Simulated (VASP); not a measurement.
# Cu (Fm-3m) in VASP: notebook

Cu is run at these levels: PBE; tasks: single point.

Everything below comes from runs of VASP 6.6.1. Logs are shortened: lines on timing, memory, paths and dates and some standing lists are left out, and cuts for length are marked.

## Step 1: The cell of the first run

Symmetry: Fm-3m, No. 225, cubic system. Conventional cell: a = 3.629 Å, b = 3.629 Å, c = 3.629 Å, α = 90.00°, β = 90.00°, γ = 90.00°. Cu (site symmetry m-3m) has 12 Cu at 2.57 Å within 3.4 Å.

## Step 2: Single point, PBE

File INCAR:

```
SYSTEM = Cu
ALGO = Normal
EDIFF = 1E-7
ENCUT = 520
GGA = PE
ISIF = 2
ISMEAR = 0
LASPH = .True.
LCHARG = .True.
LELF = .True.
LREAL = .False.
LVHAR = .True.
LWAVE = .False.
NBANDS = 12
NELM = 100
PREC = Accurate
SIGMA = 0.1
```

File KPOINTS:

```
k-points
0
Gamma
  15 15 15
  0 0 0
```

File POSCAR:

```
Cu
1.0
    0.0000000000      1.8145751207      1.8145751207
    1.8145751207      0.0000000000      1.8145751207
    1.8145751207      1.8145751207      0.0000000000
Cu
1
Direct
    0.0000000000      0.0000000000      0.0000000000
```

Potentials or basis: VASP PAW PBE potentials, release 64 (Cu).

Started as:

```bash
cat potpaw_PBE.64/Cu/POTCAR > POTCAR
mpirun -np 1 vasp_std > vasp.out
```

OUTCAR:

```text
SYSTEM = Cu
   EDIFF = 1E-7
   ENCUT = 520
   GGA = PE
   ISIF = 2
   ISMEAR = 0
   LASPH = .True.
   LREAL = .False.
   NELM = 100
   PREC = Accurate

 ion  position               nearest neighbor table
   1  0.000  0.000  0.000-

  LATTYP: Found a face centered cubic cell.
 ALAT       =     3.6291502414

  Lattice vectors:

 A1 = (   0.0000000000,   1.8145751207,   1.8145751207)
 A2 = (   1.8145751207,   0.0000000000,   1.8145751207)
 A3 = (   1.8145751207,   1.8145751207,   0.0000000000)

Analysis of symmetry for initial positions (statically):
=====================================================================
 Subroutine PRICEL returns:
 Original cell was already a primitive cell.

 Routine SETGRP: Setting up the symmetry group for a
 face centered cubic supercell.

 Subroutine GETGRP returns: Found 48 space group operations
 (whereof 48 operations were pure point group operations)
 out of a pool of 48 trial point group operations.

The static configuration has the point symmetry O_h .

Analysis of symmetry for dynamics (positions and initial velocities):
=====================================================================
 Subroutine PRICEL returns:
 Original cell was already a primitive cell.

 Routine SETGRP: Setting up the symmetry group for a
 face centered cubic supercell.

 Subroutine GETGRP returns: Found 48 space group operations
 (whereof 48 operations were pure point group operations)
 out of a pool of 48 trial point group operations.

The dynamic configuration has the point symmetry O_h .

 Subroutine INISYM returns: Found 48 space group operations
 (whereof 48 operations are pure point group operations),
 and found     1 'primitive' translations

----------------------------------------------------------------------------------------

                                     Primitive cell

  volume of cell :      11.9496

  direct lattice vectors                    reciprocal lattice vectors
     0.000000000  1.814575121  1.814575121    -0.275546597  0.275546597  0.275546597
     1.814575121  0.000000000  1.814575121     0.275546597 -0.275546597  0.275546597
     1.814575121  1.814575121  0.000000000     0.275546597  0.275546597 -0.275546597

  length of vectors
     2.566196746  2.566196746  2.566196746     0.477260706  0.477260706  0.477260706

  position of ions in fractional coordinates (direct lattice)
     0.000000000  0.000000000  0.000000000

  ion indices of the primitive-cell ions
   primitive index   ion index
                 1           1

----------------------------------------------------------------------------------------

 KPOINTS: k-points

Automatic generation of k-mesh.
 Grid dimensions read from file:
 generate k-points for:   15   15   15

 Generating k-lattice:

  Cartesian coordinates                     Fractional coordinates (reciprocal lattice)
    -0.018369773  0.018369773  0.018369773     0.066666667  0.000000000  0.000000000
     0.018369773 -0.018369773  0.018369773     0.000000000  0.066666667  0.000000000
     0.018369773  0.018369773 -0.018369773     0.000000000  0.000000000  0.066666667

  Length of vectors
     0.031817380  0.031817380  0.031817380

  Shift w.r.t. Gamma in fractional coordinates (k-lattice)
     0.000000000  0.000000000  0.000000000

 Subroutine IBZKPT returns following result:
 ===========================================

 Found    120 irreducible k-points:

 Following reciprocal coordinates:
            Coordinates               Weight
  0.000000  0.000000  0.000000      1.000000
  0.066667  0.000000  0.000000      8.000000
  0.133333  0.000000  0.000000      8.000000
  0.200000  0.000000  0.000000      8.000000
  0.266667  0.000000  0.000000      8.000000
  0.333333  0.000000  0.000000      8.000000
[... 16 lines left out ...]
  0.133333  0.133333  0.000000      6.000000
  0.200000  0.133333  0.000000     24.000000
 [... further k-points ...]
   k-points           NKPTS =    120   k-points in BZ     NKDIM =    120   number of bands    NBANDS=     12
   number of dos      NEDOS =    301   number of ions     NIONS =      1
   total plane-waves  NPLWV =   8000
   dimension x,y,z NGX =    20 NGY =   20 NGZ =   20
   dimension x,y,z NGXF=    40 NGYF=   40 NGZF=   40
   ions per type =               1
   NGX,Y,Z   is equivalent  to a cutoff of  12.96, 12.96, 12.96 a.u.
   NGXF,Y,Z  is equivalent  to a cutoff of  25.91, 25.91, 25.91 a.u.
 SYSTEM =  Cu
   PREC   = accura    normal or accurate (medium, high low for compatibility)
   ISTART =      0    job   : 0-new  1-cont  2-samecut
   ICHARG =      2    charge: 1-file 2-atom 10-const
   ISPIN  =      1    spin polarized calculation?
   LNONCOLLINEAR =      F non collinear calculations
   LSORBIT =      F    spin-orbit coupling
   LASPH  =      T    aspherical Exc in radial PAW
   ENCUT  =  520.0 eV  38.22 Ry    6.18 a.u.   4.77  4.77  4.77*2*pi/ulx,y,z
   NELM   =    100;   NELMIN=  2; NELMDL= -5     # of ELM steps
   EDIFF  = 0.1E-06   stopping-criterion for ELM
   LREAL  =      F    real-space projection
   EDIFFG = 0.1E-05   stopping-criterion for IOM
   NSW    =      0    number of steps for IOM
   IBRION =     -1    ionic relax: 0-MD 1-quasi-New 2-CG
   NFREE  =      0    steps in history (QN), initial steepest desc. (CG)
   ISIF   =      2    stress and relaxation
   ISYM   =      2    0-nonsym 1-usesym 2-fastsym
   POTIM  = 0.5000    time-step for ionic-motion
   TEBEG  =    0.0;   TEEND  =   0.0 temperature during run
   PSTRESS=    0.0 pullay stress
   NELECT =      11.0000    total number of electrons
   NUPDOWN=      -1.0000    fix difference up-down
   EMIN   =  10.00;   EMAX   =-10.00  energy-range for DOS
   EFERMI =   0.00;   METHOD = LEGACY
   ISMEAR =     0;   SIGMA  =   0.10  broadening in eV -4-tet -1-fermi 0-gaus
   EFERMI_NEDOS =   21; number of points for ismear=-14 and -15
   IALGO  =     38    algorithm
   IMIX   =      4    mixing-type and parameters
     AMIX     =   0.40;   BMIX     =  1.00
     AMIX_MAG =   1.60;   BMIX_MAG =  1.00
  volume/ion in A,a.u.               =      11.95        80.64
  Fermi-wavevector in a.u.,A,eV,Ry     =   1.592529  3.009444 34.506411  2.536150
  Thomas-Fermi vector in A             =   2.690900
   LORBIT       =      0    0 simple, 1 ext, 2 COOP (PROOUT), +10 PAW based schemes
   GGA     = PE    functional components
   LHFCALC =     F    Hartree Fock is set to
   AEXX    =    0.0000 exact exchange contribution
   IVDW    =     0    specifies the selected vdW correction
   LEPSILON=     F    determine dielectric tensor
   LRPA    =     F    only Hartree local field effects (RPA)
 non-spin polarized calculation
 Gauss-broadening in eV      SIGMA  =   0.10
  energy-cutoff  :      520.00
  volume of cell :       11.95
 maximum number of plane-waves:       332
   NGX =  9   NGY =  9   NGZ =  9

 number of electron      10.9999998 magnetization

 Free energy of the ion-electron system (eV)
  ---------------------------------------------------
  ext. energy  EPLUGINS =         0.00000000
  ---------------------------------------------------
  free energy    TOTEN  =        -3.72697461 eV

  energy without entropy =       -3.72487125  energy(sigma->0) =       -3.72592293

 E-fermi :   7.5517     XC(G=0): -12.6592

 val. band max:        7.5183707489   @ k =  -0.4000   0.1333   0.0000
 cond. band min:       7.5622158054   @ k =  -0.4667   0.1333   0.0667
 fundamental gap:      0.0438450564
 Fermi energy:         7.5516505852

 k-point     1 :       0.0000    0.0000    0.0000
  band No.  band energies     occupation
      1      -1.8218      2.00000
      2       4.4392      2.00000
      3       4.4392      2.00000
      4       4.4392      2.00000
      5       5.2456      2.00000
      6       5.2456      2.00000
      7      29.9411      0.00000
      8      32.4938      0.00000
      9      32.4938      0.00000
     10      32.4938      0.00000
     11      34.9746      0.00000
     12      34.9746      0.00000

 k-point     2 :       0.0667    0.0000    0.0000
  band No.  band energies     occupation
      1      -1.6614      2.00000
      2       4.4059      2.00000
      3       4.4691      2.00000
      4       4.4691      2.00000
      5       5.2340      2.00000
      6       5.2340      2.00000
      7      28.8955      0.00000
      8      30.9570      0.00000
      9      32.0017      0.00000
     10      32.0017      0.00000
     11      35.6949      0.00000
     12      35.6949      0.00000

 k-point     3 :       0.1333    0.0000    0.0000
  band No.  band energies     occupation
      1      -1.1877      2.00000
      2       4.3196      2.00000
      3       4.5405      2.00000
      4       4.5405      2.00000
      5       5.2163      2.00000
      6       5.2163      2.00000
      7      25.6887      0.00000
      8      30.5039      0.00000
      9      31.1954      0.00000
     10      31.1954      0.00000
     11      36.8662      0.00000
     12      37.0404      0.00000
[... 286 lines left out ...]
 k-point    23 :       0.1333    0.1333    0.0000
  band No.  band energies     occupation
      1      -0.9789      2.00000
      2       4.2024      2.00000
      3       4.6365      2.00000
      4       4.6366      2.00000
      5       5.0387      2.00000
      6       5.3331      2.00000
      7      28.0427      0.00000
      8      28.2461      0.00000
      9      28.2461      0.00000
     10      30.0582      0.00000
     11      34.7561      0.00000
     12      38.6773      0.00000

 k-point    24 :       0.2000    0.1333    0.0000
  band No.  band energies     occupation
      1      -0.4225      2.00000
      2       4.0854      2.00000
      3       4.7045      2.00000
      4       4.7317      2.00000
      5       5.0014      2.00000
      6       5.3823      2.00000
      7      24.9420      0.00000
      8      27.1839      0.00000
      9      28.2667      0.00000
     10      30.3883      0.00000
     11      32.9809      0.00000
     12      38.7659      0.00000

 [... further k-points ...]

------------------------ aborting loop because EDIFF is reached ----------------------------------------

  FORCE on cell =-STRESS in cart. coord.  units (eV):
  Direction    XX          YY          ZZ          XY          YZ          ZX
  --------------------------------------------------------------------------------------
  -------------------------------------------------------------------------------------
  Total        0.0307901      0.0307901      0.0307901      0.0000000     -0.0000000      0.0000000
  in kB        4.1282571      4.1282571      4.1282571      0.0000000     -0.0000000      0.0000000
  external PRESSURE =       4.1282571 kB  Pullay stress =       0.0000000 kB

 VOLUME and BASIS-vectors are now :
 -----------------------------------------------------------------------------
  energy-cutoff  :      520.00
  volume of cell :       11.95
      direct lattice vectors                 reciprocal lattice vectors
     0.000000000  1.814575121  1.814575121    -0.275546597  0.275546597  0.275546597
     1.814575121  0.000000000  1.814575121     0.275546597 -0.275546597  0.275546597
     1.814575121  1.814575121  0.000000000     0.275546597  0.275546597 -0.275546597

 POSITION                                       TOTAL-FORCE (eV/Angst)
 -----------------------------------------------------------------------------------
      0.00000      0.00000      0.00000         0.000000     -0.000000      0.000000
 -----------------------------------------------------------------------------------
    total drift:                                0.000000      0.000000      0.000000

  FREE ENERGIE OF THE ION-ELECTRON SYSTEM (eV)
  ---------------------------------------------------
  free  energy   TOTEN  =        -3.7269746108 eV

  energy  without entropy=       -3.7248712514  energy(sigma->0) =       -3.72592293
```

Run time: 25 s. Hardware: 1 thread of Intel Xeon 8259CL, shared host; peak memory 0.13 GiB.

Results:

```
Free energy : -3.7270 eV
Pressure    : 0.4 GPa
```

## Step 3: Single point, PBE

File INCAR:

```
SYSTEM = Cu
PREC = Accurate ; ENCUT = 520
EDIFF = 1E-7 ; ISMEAR = 0
SIGMA = 0.2 ; LREAL = .False.
LASPH = .True. ; NELM = 80
ALGO = Normal ; ISIF = 2
LWAVE = .False. ; LCHARG = .True.
GGA = PE ; LELF = .True.
LVHAR = .True. ; NBANDS = 12
```

File KPOINTS:

```
Automatic mesh
0
Gamma
  15 15 15
  0 0 0
```

POSCAR is that of step 2.

Potentials or basis: VASP PAW PBE potentials, release 64 (Cu).

Started as:

```bash
cat potpaw_PBE.64/Cu/POTCAR > POTCAR
mpirun -np 1 vasp_std > vasp.out
```

Run time: 23 s. Hardware: 1 thread of Intel Xeon 8259CL, shared host; peak memory 0.14 GiB.

Results (log left out):

* Free energy: -3.7299 eV
* Pressure: 0.5 GPa

Levels at points of the mesh, in eV from the Fermi level:
```csv
k point,band 2,band 3,band 4,band 5,band 6,band 7,band 8,band 9,band 10,band 11
"(0.00, 0.00, 0.00)",-3.08,-3.08,-3.08,-2.28,-2.28,22.41,24.97,24.97,24.97,27.45
```

## Step 4: Single point, PBE

File INCAR:

```
PREC = Accurate
ENCUT = 520
EDIFF = 1E-7
ISMEAR = 0
SIGMA = 0.3
LREAL = F
LASPH = T
NELM = 100
ALGO = Normal
ISIF = 2
LWAVE = F
LCHARG = F
GGA = PE
NBANDS = 12
```

File KPOINTS:

```
regular mesh
0
Gamma
  15 15 15
```

POSCAR is that of step 3.

Started as:

```bash
cat potpaw_PBE.64/Cu/POTCAR > POTCAR
mpirun -np 1 vasp_std > vasp.out
```

It took 24 s on 1 thread of Intel Xeon 8259CL, shared host; peak memory 0.13 GiB.

The run converged. Its results:

```
Free energy : -3.7340 eV
Pressure    : 0.6 GPa
```

Levels at points of the mesh, in eV from the Fermi level:
```
           k point  band 2  band 3  band 4  band 5  band 6  band 7  band 8  band 9  band 10  band 11
(0.00, 0.00, 0.00)   -3.06   -3.06   -3.06   -2.25   -2.25   22.44   24.99   24.99    24.99    27.47
```

## Step 5: Single point, PBE

File INCAR:

```
SYSTEM = Cu
PREC     = Accurate       ! precision mode
ENCUT    = 520            ! plane-wave cutoff, eV
EDIFF    = 1E-6           ! SCF threshold, eV
ISMEAR   = 0              ! smearing method
SIGMA    = 0.6            ! smearing width, eV
LREAL    = .FALSE.        ! projectors in reciprocal space
LASPH    = .TRUE.         ! aspherical terms in the spheres
NELM     = 100            ! most SCF steps
ALGO     = Normal         ! electronic algorithm
ISIF     = 2              ! what is computed and relaxed
LWAVE    = .FALSE.        ! write WAVECAR
LCHARG   = .TRUE.         ! write CHGCAR
GGA      = PE             ! functional
LELF     = .TRUE.         ! ELF
LVHAR    = .TRUE.       
NBANDS   = 12             ! bands
```

File KPOINTS:

```
regular mesh
0
G
  15 15 15
  0 0 0
```

POSCAR is that of step 4.

Started as:

```bash
cat potpaw_PBE.64/Cu/POTCAR > POTCAR
mpirun -np 1 vasp_std > vasp.out
```

It took 24 s on 1 thread of Intel Xeon 8259CL, shared host; peak memory 0.13 GiB.

Results (log left out):

| Item | Value |
| --- | --- |
| Free energy | -3.7547 eV |
| Pressure | 0.8 GPa |

Levels at points of the mesh, in eV from the Fermi level:
```csv
k point,band 3,band 4,band 5,band 6,band 7,band 8,band 9,band 10
"(0.00, 0.00, 0.00)",-3.03,-3.03,-2.23,-2.23,22.47,25.02,25.02,25.02
```

[end of part 1 of 2]
